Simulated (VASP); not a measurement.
# Al32As (a cell with a defect) in VASP: notebook

The runs below take Al32As (a cell with a defect) through single point, with PBE+D3(BJ).

All numbers are computed with VASP 6.6.1; they aren't measurements. Logs are shortened: lines on timing, memory, paths and dates and some standing lists are left out, and cuts for length are marked.

### 1 The cell of the first run

The cell holds a defect, 33 atoms: a = 8.100 Å, b = 8.100 Å, c = 8.100 Å, α = 90.00°, β = 90.00°, γ = 90.00°.

### 2 Single point, PBE+D3(BJ)

Contents of INCAR:

```
PREC = Accurate ; ENCUT = 520
EDIFF = 1E-7 ; ISMEAR = -1
SIGMA = 0.05 ; LREAL = Auto
LASPH = True ; NELM = 100
ALGO = Normal ; ISIF = 2
LWAVE = False ; LCHARG = True
GGA = PE ; IVDW = 12
LELF = True ; LVHAR = True
NBANDS = 72
```

Contents of KPOINTS:

```
Automatic mesh
0
Gamma
  2 2 2
```

Contents of POSCAR:

```
Al32As
1.0
    8.1000000000      0.0000000000      0.0000000000
    0.0000000000      8.1000000000      0.0000000000
    0.0000000000      0.0000000000      8.1000000000
Al As
32 1
Direct
    0.4790370370      0.0124814815     -0.0108765432
    0.7271728395      0.2548641975     -0.0084074074
    0.7315061728      0.0115185185      0.2675432099
   -0.0347530864      0.0463456790      0.0622469136
    0.2517901235      0.2688518519      0.0330493827
    0.5156296296      0.4943827160      0.0838024691
    0.7393580247      0.7803703704      0.0159135802
    0.2418395062     -0.0081111111      0.2129876543
    0.4866666667      0.2431975309      0.2722098765
    0.7571234568      0.5708148148      0.2925925926
    0.4411234568     -0.0112592593      0.4925185185
    0.7770987654      0.2478888889      0.5437777778
    0.7484444444     -0.0084938272      0.7612962963
   -0.0341851852      0.4365679012      0.0361604938
    0.2946543210      0.7207777778      0.0397777778
    0.0346913580      0.2761975309      0.2774074074
    0.2648148148      0.5000123457      0.2881481481
    0.5118024691      0.7322222222      0.2631851852
    0.0415061728      0.0305679012      0.4959382716
    0.2732469136      0.2457037037      0.5509753086
    0.5047407407      0.4919382716      0.4929382716
    0.6604691358      0.7512222222      0.5774444444
    0.2732345679      0.0012962963      0.7484320988
    0.4791481481      0.3130617284      0.7828518519
    0.7844814815      0.5053086420      0.7355432099
    0.0298518519      0.7457530864      0.2429382716
    0.0426419753      0.4544074074      0.5268765432
    0.2728395062      0.7325679012      0.5071358025
    0.0013086420      0.2302222222      0.7787037037
    0.2499012346      0.4963827160      0.7712716049
    0.4649506173      0.7521234568      0.7828641975
   -0.0475925926      0.7384691358      0.5457407407
    0.0138395062      0.7271481481     -0.1642716049
```

Potentials or basis: VASP PAW PBE potentials, release 64 (Al, As).

Started as:

```bash
> cat potpaw_PBE.64/Al/POTCAR potpaw_PBE.64/As/POTCAR > POTCAR
> mpirun -np 1 vasp_std > vasp.out
```

OUTCAR:

```text
PREC = Accurate
   ENCUT = 520
   EDIFF = 1E-7
   ISMEAR = -1
   LREAL = Auto
   LASPH = True
   NELM = 100
   ISIF = 2
   GGA = PE
   IVDW = 12
 IVDW          = 12

 ion  position               nearest neighbor table
   1  0.479  0.012  0.989-  23 2.57   8 2.65  31 2.69   5 2.80   2 2.81  15 2.83   7 2.83  13 2.86
                            24 2.95   9 2.96   3 3.04  18 3.19
   2  0.727  0.255  0.992-  14 2.46   4 2.63  24 2.67   6 2.69   1 2.81  29 2.82  13 2.84  25 2.94
                             3 2.98   9 3.00
   3  0.732  0.012  0.268-   4 2.54   9 2.73   7 2.77  18 2.88  12 2.97   2 2.98  11 2.98   1 3.04
                            19 3.12  26 3.24  16 3.26  22 3.33
   4  0.965  0.046  0.062-   3 2.54   8 2.59  16 2.61   2 2.63  29 2.75   7 2.85  26 2.89   5 2.95
                            13 3.04  14 3.17
   5  0.252  0.269  0.033-  16 2.65   8 2.68  14 2.69   9 2.72  24 2.76  17 2.79   1 2.80  30 2.81
                             6 2.84  29 2.91   4 2.95  23 3.17
   6  0.516  0.494  0.084-  18 2.41   9 2.55  15 2.59  17 2.62  10 2.66   2 2.69   5 2.84  24 2.86
                             7 2.99  31 3.24  21 3.32  30 3.32
   7  0.739  0.780  0.016-  13 2.68  33 2.69  18 2.75   3 2.77  10 2.82   1 2.83   4 2.85  31 2.93
                             6 2.99  26 3.00  25 3.20  14 3.34
   8  0.242  0.992  0.213-   4 2.59  15 2.64  26 2.64   1 2.65   5 2.68  11 2.78  19 2.83   9 2.88
                            16 2.90  18 3.06  28 3.19
   9  0.487  0.243  0.272-   6 2.55  21 2.70   5 2.72   3 2.73  11 2.75  17 2.75  20 2.84   8 2.88
[... 9 lines left out ...]
  14  0.966  0.437  0.036-  16 2.41   2 2.46   5 2.69  29 2.69  33 2.89  10 2.89  25 2.90  26 3.06
                             4 3.17  30 3.18  17 3.21   7 3.34
  15  0.295  0.721  0.040-  31 2.51  18 2.53   6 2.59   8 2.64  17 2.70  26 2.71  33 2.81   1 2.83
                            30 2.86  23 3.28
  16  0.035  0.276  0.277-  14 2.41  27 2.48  17 2.60   4 2.61   5 2.65  19 2.66   8 2.90  20 2.95
                            12 3.01   3 3.26  10 3.28
  17  0.265  0.500  0.288-  21 2.56  28 2.59  16 2.60   6 2.62  27 2.67  15 2.70   9 2.75  18 2.75
                            26 2.78   5 2.79  20 2.96  14 3.21
  18  0.512  0.732  0.263-  10 2.39   6 2.41  15 2.53  21 2.69   7 2.75  17 2.75  28 2.77  22 2.82
                            11 2.85   3 2.88   8 3.06   1 3.19
  19  0.042  0.031  0.496-  32 2.51  20 2.60  16 2.66  23 2.79  12 2.80  29 2.82   8 2.83  28 3.06
                            26 3.09   3 3.12  13 3.22  11 3.25
  20  0.273  0.246  0.551-  27 2.53  11 2.53  23 2.55  24 2.57  19 2.60  30 2.71  21 2.78   9 2.84
                            29 2.88  16 2.95  17 2.96
  21  0.505  0.492  0.493-  22 2.54  17 2.56  10 2.69  18 2.69   9 2.70  28 2.71  24 2.77  20 2.78
                            12 2.99  25 3.00  30 3.06  31 3.17   6 3.32
  22  0.660  0.751  0.577-  31 2.30  32 2.38  21 2.54  13 2.55  25 2.57  11 2.71  18 2.82  10 2.84
                            28 3.19   3 3.33
  23  0.273  0.001  0.748-  11 2.48  20 2.55  31 2.56   1 2.57  19 2.79  29 2.89  28 2.93  24 3.04
                            33 3.14   5 3.17  15 3.28
  24  0.479  0.313  0.783-  30 2.38  20 2.57   2 2.67   5 2.76  21 2.77   6 2.86  25 2.95   1 2.95
                            23 3.04  12 3.14
  25  0.784  0.505  0.736-  22 2.57  12 2.60  33 2.71  27 2.72  32 2.79  29 2.86  14 2.90   2 2.94
                            24 2.95  21 3.00   7 3.20  31 3.29
  26  0.030  0.746  0.243-  32 2.53   8 2.64  10 2.66  15 2.71  17 2.78   4 2.89  28 2.91   7 3.00
                            14 3.06  19 3.09   3 3.24  27 3.30
  27  0.043  0.454  0.527-  32 2.42  16 2.48  20 2.53  30 2.62  17 2.67  25 2.72  12 2.73  29 2.75
                            28 2.93  10 3.14  26 3.30
  28  0.273  0.733  0.507-  11 2.49  17 2.59  32 2.61  21 2.71  31 2.73  18 2.77  30 2.88  26 2.91
                            23 2.93  27 2.93  19 3.06   8 3.19  22 3.19
  29  0.001  0.230  0.779-  12 2.63  14 2.69  27 2.75   4 2.75   2 2.82  13 2.82  19 2.82  25 2.86
                            20 2.88  23 2.89   5 2.91  30 2.95
  30  0.250  0.496  0.771-  24 2.38  27 2.62  31 2.71  20 2.71  33 2.72   5 2.81  15 2.86  28 2.88
                            29 2.95  21 3.06  14 3.18   6 3.32
  31  0.465  0.752  0.783-  22 2.30  15 2.51  23 2.56   1 2.69  30 2.71  28 2.73   7 2.93  13 3.01
                            11 3.04  21 3.17   6 3.24  25 3.29
  32  0.952  0.738  0.546-  22 2.38  33 2.40  27 2.42  19 2.51  26 2.53  28 2.61  25 2.79  10 2.92
                            13 3.16
  33  0.014  0.727  0.836-  32 2.40   7 2.69  25 2.71  30 2.72  15 2.81  14 2.89  13 3.09  23 3.14

  LATTYP: Found a simple cubic cell.
 ALAT       =     8.1000000000

  Lattice vectors:

 A1 = (   8.1000000000,   0.0000000000,   0.0000000000)
 A2 = (   0.0000000000,   8.1000000000,   0.0000000000)
 A3 = (   0.0000000000,   0.0000000000,   8.1000000000)

Analysis of symmetry for initial positions (statically):
=====================================================================
 Subroutine PRICEL returns:
 Original cell was already a primitive cell.

 Routine SETGRP: Setting up the symmetry group for a
 simple cubic supercell.

 Subroutine GETGRP returns: Found  1 space group operations
[... 125 lines left out ...]

  Shift w.r.t. Gamma in fractional coordinates (k-lattice)
     0.000000000  0.000000000  0.000000000

 Subroutine IBZKPT returns following result:
 ===========================================

 Found      8 irreducible k-points:

 Following reciprocal coordinates:
            Coordinates               Weight
  0.000000  0.000000  0.000000      1.000000
  0.500000  0.000000  0.000000      1.000000
  0.000000  0.500000  0.000000      1.000000
  0.000000  0.000000  0.500000      1.000000
  0.500000  0.500000  0.000000      1.000000
  0.000000  0.500000  0.500000      1.000000
  0.500000  0.000000  0.500000      1.000000
  0.500000  0.500000  0.500000      1.000000
   k-points           NKPTS =      8   k-points in BZ     NKDIM =      8   number of bands    NBANDS=     72
   number of dos      NEDOS =    301   number of ions     NIONS =     33
   total plane-waves  NPLWV = 216000
   dimension x,y,z NGX =    60 NGY =   60 NGZ =   60
   dimension x,y,z NGXF=   120 NGYF=  120 NGZF=  120
   ions per type =              32   1
   NGX,Y,Z   is equivalent  to a cutoff of  12.31, 12.31, 12.31 a.u.
   NGXF,Y,Z  is equivalent  to a cutoff of  24.63, 24.63, 24.63 a.u.
 SYSTEM =  unknown system
   PREC   = accura    normal or accurate (medium, high low for compatibility)
   ISTART =      0    job   : 0-new  1-cont  2-samecut
   ICHARG =      2    charge: 1-file 2-atom 10-const
   ISPIN  =      1    spin polarized calculation?
   LNONCOLLINEAR =      F non collinear calculations
   LSORBIT =      F    spin-orbit coupling
   LASPH  =      T    aspherical Exc in radial PAW
   ENCUT  =  520.0 eV  38.22 Ry    6.18 a.u.  15.06 15.06 15.06*2*pi/ulx,y,z
   NELM   =    100;   NELMIN=  2; NELMDL= -5     # of ELM steps
   EDIFF  = 0.1E-06   stopping-criterion for ELM
   LREAL  =      T    real-space projection
   EDIFFG = 0.1E-05   stopping-criterion for IOM
   NSW    =      0    number of steps for IOM
   IBRION =     -1    ionic relax: 0-MD 1-quasi-New 2-CG
   NFREE  =      0    steps in history (QN), initial steepest desc. (CG)
   ISIF   =      2    stress and relaxation
   ISYM   =      2    0-nonsym 1-usesym 2-fastsym
   POTIM  = 0.5000    time-step for ionic-motion
   TEBEG  =    0.0;   TEEND  =   0.0 temperature during run
   PSTRESS=    0.0 pullay stress
   NELECT =     101.0000    total number of electrons
   NUPDOWN=      -1.0000    fix difference up-down
   EMIN   =  10.00;   EMAX   =-10.00  energy-range for DOS
   EFERMI =   0.00;   METHOD = LEGACY
   ISMEAR =    -1;   SIGMA  =   0.05  broadening in eV -4-tet -1-fermi 0-gaus
   EFERMI_NEDOS =   21; number of points for ismear=-14 and -15
   IALGO  =     38    algorithm
   IMIX   =      4    mixing-type and parameters
     AMIX     =   0.40;   BMIX     =  1.00
     AMIX_MAG =   1.60;   BMIX_MAG =  1.00
  volume/ion in A,a.u.               =      16.10       108.68
  Fermi-wavevector in a.u.,A,eV,Ry     =   0.941233  1.778672 12.053656  0.885919
  Thomas-Fermi vector in A             =   2.068723
   LORBIT       =      0    0 simple, 1 ext, 2 COOP (PROOUT), +10 PAW based schemes
   GGA     = PE    functional components
   LHFCALC =     F    Hartree Fock is set to
   AEXX    =    0.0000 exact exchange contribution
   IVDW    =    12    specifies the selected vdW correction
   LEPSILON=     F    determine dielectric tensor
   LRPA    =     F    only Hartree local field effects (RPA)
 non-spin polarized calculation
  energy-cutoff  :      520.00
  volume of cell :      531.44
 maximum number of plane-waves:     14400
   NGX = 31   NGY = 31   NGZ = 31

 number of electron     100.9999999 magnetization

 Free energy of the ion-electron system (eV)
  ---------------------------------------------------
  ext. energy  EPLUGINS =         0.00000000
  ---------------------------------------------------
  free energy    TOTEN  =      -116.99442015 eV

  energy without entropy =     -116.89459474  energy(sigma->0) =     -116.94450744

 E-fermi :   8.1231     XC(G=0): -10.2744

 val. band max:        8.1039442251   @ k =   0.0000   0.0000   0.0000
 cond. band min:       8.1391532137   @ k =   0.5000   0.5000   0.0000
 fundamental gap:      0.0352089886
 Fermi energy:         8.1231178968

 k-point     1 :       0.0000    0.0000    0.0000
  band No.  band energies     occupation
      1      -4.2624      2.00000
      2      -2.7726      2.00000
      3      -1.4054      2.00000
      4      -1.2339      2.00000
      5      -1.0201      2.00000
      6      -0.9434      2.00000
[... 509 lines left out ...]
     61      10.6493      0.00000
     62      10.7091      0.00000
 [bands above 62 left out]

------------------------ aborting loop because EDIFF is reached ----------------------------------------

 Edisp (eV)  -11.58997

 E8    (eV) :    -5.1791

  FORCE on cell =-STRESS in cart. coord.  units (eV):
  Direction    XX          YY          ZZ          XY          YZ          ZX
  --------------------------------------------------------------------------------------
  -------------------------------------------------------------------------------------
  Total      24.45804    20.71324    20.01907    -4.63557     2.08698    -2.29906
  in kB      73.73558    62.44586    60.35308   -13.97521     6.29180    -6.93116
  external pressure =       65.51 kB  Pullay stress =        0.00 kB

 VOLUME and BASIS-vectors are now :
 -----------------------------------------------------------------------------
  energy-cutoff  :      520.00
  volume of cell :      531.44
      direct lattice vectors                 reciprocal lattice vectors
     8.100000000  0.000000000  0.000000000     0.123456790  0.000000000  0.000000000
     0.000000000  8.100000000  0.000000000     0.000000000  0.123456790  0.000000000
     0.000000000  0.000000000  8.100000000     0.000000000  0.000000000  0.123456790

 POSITION                                       TOTAL-FORCE (eV/Angst)
 -----------------------------------------------------------------------------------
      3.88020      0.10110      8.01190         0.720040      0.236558      0.651883
      5.89010      2.06440      8.03190        -1.061001     -0.388627      0.282320
      5.92520      0.09330      2.16710        -0.409995     -0.126756      0.717488
      7.81850      0.37540      0.50420         0.498136     -0.589424     -0.989072
      2.03950      2.17770      0.26770         0.175090     -0.111513     -0.762365
      4.17660      4.00450      0.67880         0.525800     -0.736796     -2.049938
[... 25 lines left out ...]
      7.71450      5.98160      4.42050        -0.091372      0.717898     -0.245038
      0.11210      5.88990      6.76940         0.362300      0.284326      1.683135
 -----------------------------------------------------------------------------------
    total drift:                               -0.015146     -0.000403      0.013812

  FREE ENERGIE OF THE ION-ELECTRON SYSTEM (eV)
  ---------------------------------------------------
  free  energy   TOTEN  =      -128.5843925670 eV

  energy  without entropy=     -128.4845671557  energy(sigma->0) =     -128.53447986
```

It took 3.4 min on 1 thread of Intel Xeon 6975P-C (Granite Rapids), shared host; peak memory 0.56 GiB.

What came out:

- Free energy: -128.5844 eV
- Pressure: 6.6 GPa
- Largest force: 3.172 eV/Å
- Dispersion energy per atom: -0.351 eV

Forces in eV/Å, atoms in the order of the input:
```
Al   0.720  0.237  0.652
Al  -1.061 -0.389  0.282
Al  -0.410 -0.127  0.717
Al   0.498 -0.589 -0.989
Al   0.175 -0.112 -0.762
Al   0.526 -0.737 -2.050
Al   0.015 -0.535  0.054
Al   0.461  0.161  0.841
Al   0.383 -0.709  0.199
Al   1.975 -1.361  0.277
Al   1.811  0.375 -0.887
Al  -0.801 -0.297 -1.089
Al   0.128  0.664 -0.004
Al   0.449  2.189 -0.732
Al  -1.335  0.122 -0.370
Al  -0.617 -1.285  1.056
Al  -0.533 -0.144 -0.791
Al  -0.786  2.887  1.053
Al  -0.405  0.135 -0.304
Al   0.210  0.615 -0.839
Al   0.265 -0.886  0.945
Al   0.067  0.649 -2.341
Al  -1.464  0.224  1.084
Al   1.929 -1.386  0.360
Al  -0.547 -0.153  1.007
Al  -0.197 -0.027 -0.844
Al  -0.529 -0.240 -0.014
Al  -0.444 -0.192  0.354
Al   0.518 -0.305  0.140
Al  -1.014  1.029  0.416
Al  -0.256 -0.818  1.138
Al  -0.091  0.718 -0.245
As   0.362  0.284  1.683
```

Caveat: the k points lie up to 0.39 Å⁻¹ apart.

[end of part 1 of 2]
